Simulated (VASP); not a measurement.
# SiO2 (I4_1/amd) in VASP: electric field gradients with PBE

Aim: the electric field gradients of SiO2 with PBE.

Program: VASP 6.6.1. These are calculated values, not measurements. Logs are shortened: lines on timing, memory, paths and dates and some standing lists are left out, and cuts for length are marked.

**1. The cell of the first run**

It takes space group I4_1/amd (No. 141, tetragonal). Conventional cell: a = 7.122 Å, b = 7.122 Å, c = 17.770 Å, α = 90.00°, β = 90.00°, γ = 90.00°. Within 2.1 Å of Si (site symmetry m) lie 4 O at 1.60 to 1.61 Å. Within 2.1 Å of O (site symmetry 2mm) lie 2 Si at 1.60 Å. Within 2.1 Å of O (site symmetry 2) lie 2 Si at 1.61 Å. O (site symmetry 2/m) has 2 Si at 1.61 Å within 2.1 Å.

**2. Electric field gradients, PBE**

Input file INCAR:

```
SYSTEM = SiO2
  PREC = Accurate
  ENCUT = 520
  EDIFF = 1E-8
  ISMEAR = -1
  SIGMA = 0.02
  LREAL = Auto
  LASPH = .TRUE.
  NELM = 80
  ALGO = Normal
  ISIF = 2
  LWAVE = .FALSE.
  LCHARG = .FALSE.
  GGA = PE
  LEFG = .TRUE.
  NBANDS = 82
```

Input file KPOINTS:

```
Automatic mesh
0
G
  4 4 4
  0 0 0
```

Input file POSCAR:

```
SiO2
1.0
   -3.5609544500      3.5609544500      8.8850500900
    3.5609544500     -3.5609544500      8.8850500900
    3.5609544500      3.5609544500     -8.8850500900
Si O
8 16
Direct
    0.4341261800      0.2145023150      0.2196238650
    0.9645023150      0.2448784500      0.2803761350
    0.9645023150      0.6841261800      0.7196238650
    0.3158738200      0.0354976850      0.2803761350
    0.7551215500      0.0354976850      0.7196238650
    0.9948784500      0.2145023150      0.7803761350
    0.7854976850      0.0051215500      0.2196238650
    0.7854976850      0.5658738200      0.7803761350
    0.2340521850      0.2340521850      0.0000000000
    0.9840521850      0.4840521850      0.5000000000
    0.5159478150      0.0159478150      0.5000000000
    0.7659478150      0.7659478150      0.0000000000
    0.5643305950      0.0643305950      0.1286611900
    0.8143305950      0.1856694050      0.0000000000
    0.1856694050      0.8143305950      0.0000000000
    0.9356694050      0.4356694050      0.8713388100
    0.1856694050      0.1856694050      0.3713388100
    0.9356694050      0.0643305950      0.5000000000
    0.5643305950      0.4356694050      0.5000000000
    0.8143305950      0.8143305950      0.6286611900
    0.3750000000      0.1250000000      0.2500000000
    0.8750000000      0.1250000000      0.2500000000
    0.8750000000      0.6250000000      0.7500000000
    0.8750000000      0.1250000000      0.7500000000
```

Potentials or basis: VASP PAW PBE potentials, release 64 (Si, O).

Launch:

```sh
$ cat potpaw_PBE.64/Si/POTCAR potpaw_PBE.64/O/POTCAR > POTCAR
$ mpirun -np 1 vasp_std > vasp.out
```

OUTCAR:

```text
SYSTEM = SiO2
   PREC = Accurate
   ENCUT = 520
   EDIFF = 1E-8
   ISMEAR = -1
   LREAL = Auto
   LASPH = .TRUE.
   NELM = 80
   ISIF = 2
   GGA = PE

 ion  position               nearest neighbor table
   1  0.434  0.215  0.220-   9 1.60  21 1.61  19 1.61  13 1.61   8 3.09   7 3.09   6 3.13
   2  0.965  0.245  0.280-  10 1.60  22 1.61  14 1.61  17 1.61   5 3.09   4 3.09   3 3.13
   3  0.965  0.684  0.720-  10 1.60  23 1.61  20 1.61  15 1.61   4 3.09   5 3.09   2 3.13
   4  0.316  0.035  0.280-  11 1.60  21 1.61  17 1.61  15 1.61   3 3.09   2 3.09   5 3.13
   5  0.755  0.035  0.720-  11 1.60  24 1.61  14 1.61  20 1.61   2 3.09   3 3.09   4 3.13
   6  0.995  0.215  0.780-   9 1.60  24 1.61  18 1.61  16 1.61   7 3.09   8 3.09   1 3.13
   7  0.785  0.005  0.220-  12 1.60  22 1.61  18 1.61  13 1.61   6 3.09   1 3.09   8 3.13
   8  0.785  0.566  0.780-  12 1.60  23 1.61  19 1.61  16 1.61   1 3.09   6 3.09   7 3.13
   9  0.234  0.234  0.000-   6 1.60   1 1.60
  10  0.984  0.484  0.500-   2 1.60   3 1.60
  11  0.516  0.016  0.500-   5 1.60   4 1.60
  12  0.766  0.766  0.000-   7 1.60   8 1.60
  13  0.564  0.064  0.129-   1 1.61   7 1.61
  14  0.814  0.186  0.000-   2 1.61   5 1.61
[... 8 lines left out ...]
  23  0.875  0.625  0.750-   3 1.61   8 1.61
  24  0.875  0.125  0.750-   5 1.61   6 1.61

  LATTYP: Found a body centered tetragonal cell.
 ALAT       =     7.1219089000
 C/A-ratio  =     2.4951316325

  Lattice vectors:

 A1 = (  -3.5609544500,   3.5609544500,   8.8850500900)
 A2 = (   3.5609544500,  -3.5609544500,   8.8850500900)
 A3 = (   3.5609544500,   3.5609544500,  -8.8850500900)

Analysis of symmetry for initial positions (statically):
=====================================================================
 Subroutine PRICEL returns:
 Original cell was already a primitive cell.

 Routine SETGRP: Setting up the symmetry group for a
 body centered tetragonal supercell.

 Subroutine GETGRP returns: Found 16 space group operations
 (whereof  8 operations were pure point group operations)
 out of a pool of 16 trial point group operations.

The static configuration has the point symmetry D_2d.
 The point group associated with its full space group is D_4h.

Analysis of symmetry for dynamics (positions and initial velocities):
=====================================================================
 Subroutine PRICEL returns:
 Original cell was already a primitive cell.

 Routine SETGRP: Setting up the symmetry group for a
 body centered tetragonal supercell.

 Subroutine GETGRP returns: Found 16 space group operations
 (whereof  8 operations were pure point group operations)
 out of a pool of 16 trial point group operations.

The dynamic configuration has the point symmetry D_2d.
 The point group associated with its full space group is D_4h.

 Subroutine INISYM returns: Found 16 space group operations
 (whereof  8 operations are pure point group operations),
 and found     1 'primitive' translations

----------------------------------------------------------------------------------------

                                     Primitive cell

  volume of cell :     450.6638

  direct lattice vectors                    reciprocal lattice vectors
    -3.560954450  3.560954450  8.885050090     0.000000000  0.140411793  0.056274303
     3.560954450 -3.560954450  8.885050090     0.140411793  0.000000000  0.056274303
     3.560954450  3.560954450 -8.885050090     0.140411793  0.140411793  0.000000000

  length of vectors
    10.212977445 10.212977445 10.212977445     0.151268863  0.151268863  0.198572262

  position of ions in fractional coordinates (direct lattice)
     0.434126180  0.214502315  0.219623865
     0.964502315  0.244878450  0.280376135
     0.964502315  0.684126180  0.719623865
     0.315873820  0.035497685  0.280376135
     0.755121550  0.035497685  0.719623865
     0.994878450  0.214502315  0.780376135
[... 16 lines left out ...]
     0.875000000  0.625000000  0.750000000
     0.875000000  0.125000000  0.750000000

  ion indices of the primitive-cell ions
   primitive index   ion index
                 1           1
                 2           2
                 3           3
                 4           4
                 5           5
                 6           6
[... 16 lines left out ...]
                23          23
                24          24

----------------------------------------------------------------------------------------

[... 46 lines left out ...]
   NGXF,Y,Z  is equivalent  to a cutoff of  26.04, 26.04, 26.04 a.u.
 SYSTEM =  SiO2
   PREC   = accura    normal or accurate (medium, high low for compatibility)
   ISTART =      0    job   : 0-new  1-cont  2-samecut
   ICHARG =      2    charge: 1-file 2-atom 10-const
   ISPIN  =      1    spin polarized calculation?
   LNONCOLLINEAR =      F non collinear calculations
   LSORBIT =      F    spin-orbit coupling
   LASPH  =      T    aspherical Exc in radial PAW
   ENCUT  =  520.0 eV  38.22 Ry    6.18 a.u.  18.99 18.99 18.99*2*pi/ulx,y,z
   NELM   =     80;   NELMIN=  2; NELMDL= -5     # of ELM steps
   EDIFF  = 0.1E-07   stopping-criterion for ELM
   LREAL  =      T    real-space projection
   EDIFFG = 0.1E-06   stopping-criterion for IOM
   NSW    =      0    number of steps for IOM
   IBRION =     -1    ionic relax: 0-MD 1-quasi-New 2-CG
   NFREE  =      0    steps in history (QN), initial steepest desc. (CG)
   ISIF   =      2    stress and relaxation
   ISYM   =      2    0-nonsym 1-usesym 2-fastsym
   POTIM  = 0.5000    time-step for ionic-motion
   TEBEG  =    0.0;   TEEND  =   0.0 temperature during run
   PSTRESS=    0.0 pullay stress
   NELECT =     128.0000    total number of electrons
   NUPDOWN=      -1.0000    fix difference up-down
   EMIN   =  10.00;   EMAX   =-10.00  energy-range for DOS
   EFERMI =   0.00;   METHOD = LEGACY
   ISMEAR =    -1;   SIGMA  =   0.02  broadening in eV -4-tet -1-fermi 0-gaus
   EFERMI_NEDOS =   21; number of points for ismear=-14 and -15
   IALGO  =     38    algorithm
   IMIX   =      4    mixing-type and parameters
     AMIX     =   0.40;   BMIX     =  1.00
     AMIX_MAG =   1.60;   BMIX_MAG =  1.00
  volume/ion in A,a.u.               =      18.78       126.72
  Fermi-wavevector in a.u.,A,eV,Ry     =   1.076120  2.033571 15.756004  1.158034
  Thomas-Fermi vector in A             =   2.211995
   LORBIT       =      0    0 simple, 1 ext, 2 COOP (PROOUT), +10 PAW based schemes
   GGA     = PE    functional components
   LHFCALC =     F    Hartree Fock is set to
   AEXX    =    0.0000 exact exchange contribution
   IVDW    =     0    specifies the selected vdW correction
   LEPSILON=     F    determine dielectric tensor
   LRPA    =     F    only Hartree local field effects (RPA)
 non-spin polarized calculation
  energy-cutoff  :      520.00
  volume of cell :      450.66
 maximum number of plane-waves:     12198
 NGX is ok and might be reduce to    80
   NGX = 37   NGY = 37   NGZ = 37

 number of electron     127.9999999 magnetization

 Free energy of the ion-electron system (eV)
  ---------------------------------------------------
  ext. energy  EPLUGINS =         0.00000000
  ---------------------------------------------------
  free energy    TOTEN  =      -189.47318156 eV

  energy without entropy =     -189.47318156  energy(sigma->0) =     -189.47318156

 E-fermi :  -1.2869     XC(G=0):  -6.9260

 val. band max:       -1.7787810161   @ k =   0.0000   0.0000   0.0000
 cond. band min:       3.9477120570   @ k =   0.0000   0.0000   0.0000
 fundamental gap:      5.7264930730
 Fermi energy:        -1.2868938813

 k-point     1 :       0.0000    0.0000    0.0000
  band No.  band energies     occupation
      1     -21.1591      2.00000
      2     -20.7397      2.00000
      3     -20.3097      2.00000
      4     -20.2103      2.00000
      5     -20.2103      2.00000
      6     -19.7906      2.00000
[... 1016 lines left out ...]
     75       7.8699      0.00000
     76       7.8699      0.00000
 [bands above 76 left out]

------------------------ aborting loop because EDIFF is reached ----------------------------------------

  FORCE on cell =-STRESS in cart. coord.  units (eV):
  Direction    XX          YY          ZZ          XY          YZ          ZX
  --------------------------------------------------------------------------------------
  -------------------------------------------------------------------------------------
  Total        9.9786985      9.9786985      9.5114581      0.0000000      0.0000000      0.0000000
  in kB       35.4757654     35.4757654     33.8146559      0.0000000      0.0000000      0.0000000
  external PRESSURE =      34.9220623 kB  Pullay stress =       0.0000000 kB

 VOLUME and BASIS-vectors are now :
 -----------------------------------------------------------------------------
  energy-cutoff  :      520.00
  volume of cell :      450.66
      direct lattice vectors                 reciprocal lattice vectors
    -3.560954450  3.560954450  8.885050090     0.000000000  0.140411793  0.056274303
     3.560954450 -3.560954450  8.885050090     0.140411793  0.000000000  0.056274303
     3.560954450  3.560954450 -8.885050090     0.140411793  0.140411793  0.000000000

 POSITION                                       TOTAL-FORCE (eV/Angst)
 -----------------------------------------------------------------------------------
     -0.00000      1.56414      3.81173        -0.000000      0.025637     -0.028674
     -1.56414      3.56095      8.25425        -0.025637      0.000000     -0.028674
      1.56414      3.56095      8.25425         0.025637      0.000000     -0.028674
      0.00000      1.99681      0.63080        -0.000000     -0.025637      0.028674
      0.00000      5.12510      0.63080        -0.000000      0.025637      0.028674
     -0.00000      5.55777      3.81173        -0.000000     -0.025637     -0.028674
[... 16 lines left out ...]
      1.78048      3.56095      6.66379        -0.000000      0.000000     -0.000000
      0.00000      5.34143      2.22126        -0.000000      0.000000     -0.000000
 -----------------------------------------------------------------------------------
    total drift:                               -0.000000     -0.000000     -0.000000

  FREE ENERGIE OF THE ION-ELECTRON SYSTEM (eV)
  ---------------------------------------------------
  free  energy   TOTEN  =      -189.4731815581 eV

  energy  without entropy=     -189.4731815581  energy(sigma->0) =     -189.47318156

 Electric field gradients (V/A^2)
---------------------------------------------------------------------
 ion       V_xx      V_yy      V_zz      V_xy      V_xz      V_yz
---------------------------------------------------------------------
   1       4.954    -7.985     3.031    -0.000    -0.000    -4.344
   2      -7.985     4.954     3.031    -0.000     4.343    -0.000
   3      -7.985     4.954     3.031    -0.000    -4.344    -0.000
   4       4.954    -7.985     3.031    -0.000    -0.000    -4.344
   5       4.954    -7.985     3.031    -0.000    -0.000     4.343
   6       4.954    -7.985     3.031    -0.000    -0.000     4.343
[... 16 lines left out ...]
  23     -42.800   -50.886    93.687     0.003   -19.837     0.001
  24     -50.886   -42.801    93.687     0.003     0.002    19.840
---------------------------------------------------------------------

 Electric field gradients after diagonalization (V/A^2)
 (convention: |V_zz| > |V_xx| > |V_yy|)
----------------------------------------------------------------------
 ion       V_xx      V_yy      V_zz     asymmetry (V_yy - V_xx)/ V_zz
----------------------------------------------------------------------
   1       4.954     4.538    -9.491       0.044
   2       4.954     4.538    -9.492       0.044
   3       4.954     4.538    -9.491       0.044
   4       4.954     4.538    -9.491       0.044
   5       4.954     4.538    -9.492       0.044
   6       4.954     4.538    -9.492       0.044
[... 16 lines left out ...]
  23     -50.886   -45.625    96.512       0.055
  24     -50.886   -45.627    96.513       0.054
----------------------------------------------------------------------

           NMR quadrupolar parameters

 Cq : quadrupolar parameter    Cq=e*Q*V_zz/h
 eta: asymmetry parameters     (V_yy - V_xx)/ V_zz
 Q  : nuclear electric quadrupole moment in mb (millibarn)
----------------------------------------------------------------------
 ion       Cq(MHz)       eta       Q (mb)
----------------------------------------------------------------------
   1      -0.023       0.044       1.000
   2      -0.023       0.044       1.000
   3      -0.023       0.044       1.000
   4      -0.023       0.044       1.000
   5      -0.023       0.044       1.000
   6      -0.023       0.044       1.000
[... 16 lines left out ...]
  23       0.233       0.055       1.000
  24       0.233       0.054       1.000
----------------------------------------------------------------------
```

It took 25 min on 1 thread of AMD EPYC 7R43 (Zen 3), shared host; peak memory 1 GiB.

Results:

```yaml
Free_energy: -189.4732 eV
Pressure: 3.5 GPa
Largest_force: 0.337 eV/Å
Band_gap_on_the_k_mesh: 5.73 eV
Largest_electric_field_gradient_by_atom: Si -9.5; O +93.5, +90.0, +96.5 (each value once) V/Å²
```

Forces on the atoms (eV/Å):
```
Si   0.000  0.026 -0.029
Si  -0.026  0.000 -0.029
Si   0.026  0.000 -0.029
Si   0.000 -0.026  0.029
Si   0.000  0.026  0.029
Si   0.000 -0.026 -0.029
Si   0.026  0.000  0.029
Si  -0.026  0.000  0.029
O    0.000  0.000  0.261
O    0.000  0.000  0.261
O    0.000  0.000 -0.261
O    0.000  0.000 -0.261
O   -0.238 -0.238  0.000
O    0.238 -0.238  0.000
O   -0.238  0.238  0.000
O    0.238  0.238  0.000
O    0.238  0.238  0.000
O   -0.238  0.238  0.000
O    0.238 -0.238  0.000
O   -0.238 -0.238  0.000
O    0.000  0.000  0.000
O    0.000  0.000  0.000
O    0.000  0.000  0.000
O    0.000  0.000  0.000
```

Levels at points of the mesh, in eV from the valence-band top:
```csv
k point,band 61,band 62,band 63,band 64,band 65,band 66,band 67,band 68
"(0.00, 0.00, 0.00)",-0.34,-0.34,-0.17,0.00,5.73,7.87,8.07,8.85
"(0.50, 0.00, 0.00)",-0.36,-0.21,-0.19,-0.01,6.77,7.09,7.97,7.98
"(0.50, 0.50, 0.00)",-0.07,-0.07,-0.07,-0.07,7.62,7.62,8.05,8.05
"(0.50, 0.50, 0.50)",-0.44,-0.44,-0.37,-0.37,6.43,6.43,8.64,8.64
```

Electric field gradients, principal values (V/Å²):
| atom | least | middle | greatest (by size) |
| --- | --- | --- | --- |
| 1 Si | 4.538 | 4.954 | -9.491 |
| 2 Si | 4.538 | 4.954 | -9.492 |
| 3 Si | 4.538 | 4.954 | -9.491 |
| 4 Si | 4.538 | 4.954 | -9.491 |
| 5 Si | 4.538 | 4.954 | -9.492 |
| 6 Si | 4.538 | 4.954 | -9.492 |
| 7 Si | 4.538 | 4.954 | -9.492 |
| 8 Si | 4.538 | 4.954 | -9.491 |
| 9 O | -43.592 | -49.931 | 93.522 |
| 10 O | -43.592 | -49.931 | 93.522 |
| 11 O | -43.592 | -49.931 | 93.522 |
| 12 O | -43.592 | -49.931 | 93.522 |
| 13 O | -36.791 | -53.192 | 89.983 |
| 14 O | -36.790 | -53.192 | 89.982 |
| 15 O | -36.790 | -53.195 | 89.985 |
| 16 O | -36.791 | -53.192 | 89.983 |
| 17 O | -36.791 | -53.192 | 89.983 |
| 18 O | -36.790 | -53.192 | 89.982 |
| 19 O | -36.790 | -53.195 | 89.985 |
| 20 O | -36.791 | -53.192 | 89.983 |
| 21 O | -45.625 | -50.886 | 96.512 |
| 22 O | -45.627 | -50.886 | 96.513 |
| 23 O | -45.625 | -50.886 | 96.512 |
| 24 O | -45.627 | -50.886 | 96.513 |

Caveat: the cell stands under pressure; without QUAD_EFG the Cq values of the log hold for a quadrupole moment of 1 mb, not for the nuclei. A k mesh can miss the band edges.
